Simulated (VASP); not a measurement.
Input of a VASP 6.6.1 run:

The input INCAR:

```
SYSTEM = WBrF4
  PREC = Accurate
  ENCUT = 520
  EDIFF = 1E-6
  ISMEAR = 0
  SIGMA = 0.1
  LREAL = .FALSE.
  LASPH = .TRUE.
  NELM = 150
  ALGO = Normal
  ISIF = 2
  LWAVE = .FALSE.
  LCHARG = .TRUE.
  ISPIN = 2
  MAGMOM = 1.16 0 0 0 0 0
  LORBIT = 11
  LMAXMIX = 4
  GGA = PE
  LELF = .TRUE.
  LVHAR = .TRUE.
  NBANDS = 38
```

Contents of KPOINTS:

```
Automatic mesh
0
G
  6 6 6
  0 0 0
```

Contents of POSCAR:

```
WBrF4
1.0
    0.0000000000      3.2079218883      3.2079218883
    3.2079218883      0.0000000000      3.2079218883
    3.2079218883      3.2079218883      0.0000000000
W Br F
1 1 4
Direct
    0.0000000000      0.0000000000      0.0000000000
    0.2500000000      0.2500000000      0.2500000000
    0.6261692855      0.6261692855      0.6261692855
    0.1214921435      0.6261692855      0.6261692855
    0.6261692855      0.6261692855      0.1214921435
    0.6261692855      0.1214921435      0.6261692855
```

Potentials or basis: VASP PAW PBE potentials, release 64 (W_sv, Br, F).

Launch:

```console
$ cat potpaw_PBE.64/W_sv/POTCAR potpaw_PBE.64/Br/POTCAR potpaw_PBE.64/F/POTCAR > POTCAR
$ mpirun -np 1 vasp_std > vasp.out
```

Problem. Predict the net moment.

Solution. 0.99 μB per cell.

Problem. Estimate the band gap on the k mesh.

Solution. Zero (filled and empty bands overlap).

Forces on the atoms (eV/Å):
```
W    0.000  0.000  0.000
Br   0.000  0.000  0.000
F    0.002  0.002  0.002
F    0.002 -0.002 -0.002
F   -0.002 -0.002  0.002
F   -0.002  0.002 -0.002
```

Caveat: spin-orbit coupling is left out, which moves the levels of the heavy elements.
